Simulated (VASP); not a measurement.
ScPd, 2 atoms in the cell. Symmetry: Cmmm, No. 65, orthorhombic system. Conventional cell: a = 4.585 Å, b = 4.701 Å, c = 3.283 Å, α = 90.00°, β = 90.00°, γ = 90.00°. Sc (site symmetry mmm) has 8 Pd at 2.82 to 2.87 Å and 6 Sc at 3.28 Å within 3.7 Å. Pd (site symmetry mmm) has 8 Sc at 2.82 to 2.87 Å and 6 Pd at 3.28 Å within 3.7 Å.  This cell differs from its parent crystal: strain +0.0250 x Voigt [0, 0, 0, 1, 0, 0].

| Quantity | Value |
| --- | --- |
| Program | VASP 6.6.1 |
| Task | single point |
| Functional | PBEsol |
| Potentials or basis | VASP PAW PBE potentials, release 64 (Sc_sv, Pd) |
| Cutoff | 520 eV |
| k mesh | 14 × 14 × 14 |
| Occupations | gaussian, width 0.15 eV |
| Spin | no spin polarisation |
| Dipole correction | no |
| Further INCAR settings | ALGO = Fast; EDIFF = 1e-06; NBANDS = 18 |

Potentials or basis: VASP PAW PBE potentials, release 64 (Sc_sv, Pd).

Run with:

```console
$ cat potpaw_PBE.64/Sc_sv/POTCAR potpaw_PBE.64/Pd/POTCAR > POTCAR
$ mpirun -np 1 vasp_std > vasp.out
```

Hardware: 1 thread of Intel(R) Xeon(R) Platinum 8259CL CPU @ 2.50GHz (Skylake/Cascade Lake), with other jobs on the host.

Question: Estimate the wall time of this run.

Answer: Wall time 3.1 min on 1 thread of Intel(R) Xeon(R) Platinum 8259CL CPU @ 2.50GHz (Skylake/Cascade Lake), with other jobs on the host, peak memory 0.39 GiB. Counts: scf iterations 15, k points 456.
